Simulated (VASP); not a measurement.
O, 2 atoms in the cell. Symmetry: Fd-3m, No. 227, cubic system. Conventional cell: a = 4.342 Å, b = 4.342 Å, c = 4.342 Å, α = 90.00°, β = 90.00°, γ = 90.00°. O (site symmetry -43m) has 4 O at 1.88 Å within 2.5 Å. 

- Program: VASP 6.6.1
- Task: relaxation of cell and atoms
- Functional: LDA
- Potentials or basis: VASP PAW LDA potentials, release 64 (O)
- Cutoff: 600 eV
- k mesh: 8 × 8 × 8
- Occupations: fermi-dirac, width 0.1 eV
- Spin: no spin polarisation
- Dipole correction: no
- Further INCAR settings: ALGO = Normal; EDIFF = 1e-06; IBRION = 2; EDIFFG = -0.02; NSW = 80; ISIF = 3

Potentials or basis: VASP PAW LDA potentials, release 64 (O).

Command:

```sh
$ cat potpaw_LDA.64/O/POTCAR > POTCAR
$ mpirun -np 1 vasp_std > vasp.out
```

Hardware: 1 thread of AMD EPYC 9R45 96-Core Processor (Zen 5) (shared host).

Task: How long does it take, and how much memory?

Result: Wall time 9.3 s on 1 thread of AMD EPYC 9R45 96-Core Processor (Zen 5), on a shared host, peak memory 0.1 GiB. Counts: scf iterations 21, k points 29, ion steps 3.
